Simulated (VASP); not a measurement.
Input of a VASP 6.6.1 run:

The input INCAR:

```
  ALGO = Normal
  EDIFF = 1E-6
  ENCUT = 600
  GGA = PS
  GGA_COMPAT = False
  ISIF = 2
  ISMEAR = 0
  ISPIN = 2
  LASPH = True
  LCHARG = False
  LDAU = True
  LDAUJ = 0 0
  LDAUL = 2 -1
  LDAUPRINT = 1
  LDAUTYPE = 2
  LDAUU = 1 0
  LMAXMIX = 4
  LORBIT = 11
  LREAL = False
  LWAVE = False
  MAGMOM = 1.44 0.52
  NBANDS = 19
  NELM = 200
  PREC = Accurate
  SIGMA = 0.05
```

File KPOINTS:

```
k-points
0
Gamma
  7 7 7
```

POSCAR

```
NiO
1.0
    2.5046153800      0.0000000000      0.0000000000
    0.0000000000      2.5046153800      0.0000000000
    0.0000000000      0.0000000000      2.5046153800
Ni O
1 1
Direct
    0.0000000000      0.0000000000      0.0000000000
    0.5000000000      0.5000000000      0.5000000000
```

Potentials or basis: VASP PAW PBE potentials, release 64 (Ni, O).

Launch:

```console
$ cat potpaw_PBE.64/Ni/POTCAR potpaw_PBE.64/O/POTCAR > POTCAR
$ mpirun -np 1 vasp_std > vasp.out
```

(1) Predict the pressure.

(2) Predict the net moment.

(3) Predict the site moments.

Results:

(1) 15.4 GPa.

(2) 1.71 μB per cell.

(3) Ni +1.25; O +0.43 μB.

Caveat: the cell stands under pressure; the PAW data sets were made with another functional, which shifts forces and pressure a little; a cell with one magnetic atom can't hold antiferromagnetic order, which such compounds often take.
